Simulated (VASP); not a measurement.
WS2, 3 atoms in the cell. It takes space group R3m (No. 160, trigonal). Conventional cell: a = 3.158 Å, b = 3.158 Å, c = 18.490 Å, α = 90.00°, β = 90.00°, γ = 120.00°. W (site symmetry 3m) has 6 S at 2.39 to 2.42 Å and 6 W at 3.16 Å within 3.2 Å. Within 3.2 Å of S (site symmetry 3m) lie 3 W at 2.39 Å and 7 S at 3.13 to 3.16 Å. Within 3.2 Å of S (site symmetry 3m) lie 3 W at 2.42 Å and 7 S at 3.13 to 3.16 Å. 

- Program: VASP 6.6.1
- Task: single point
- Functional: PBEsol
- Potentials or basis: VASP PAW PBE potentials, release 64 (W_sv, S)
- Cutoff: 520 eV
- k mesh: 7 × 7 × 7
- Occupations: gaussian, width 0.05 eV
- Spin: no spin polarisation
- Hubbard terms: W d U = 6.0 eV
- Dipole correction: no
- Further INCAR settings: ALGO = Normal; EDIFF = 1e-06; NBANDS = 20

Potentials or basis: VASP PAW PBE potentials, release 64 (W_sv, S).

Launch:

```bash
$ cat potpaw_PBE.64/W_sv/POTCAR potpaw_PBE.64/S/POTCAR > POTCAR
$ mpirun -np 1 vasp_std > vasp.out
```

Hardware: 1 thread of Intel(R) Xeon(R) 6975P-C (Granite Rapids) (shared host).

Estimate the wall time of this run.

It took 65 s on 1 thread of Intel(R) Xeon(R) 6975P-C (Granite Rapids) (shared host), peak memory 0.32 GiB. Counts: scf iterations 14, k points 44.
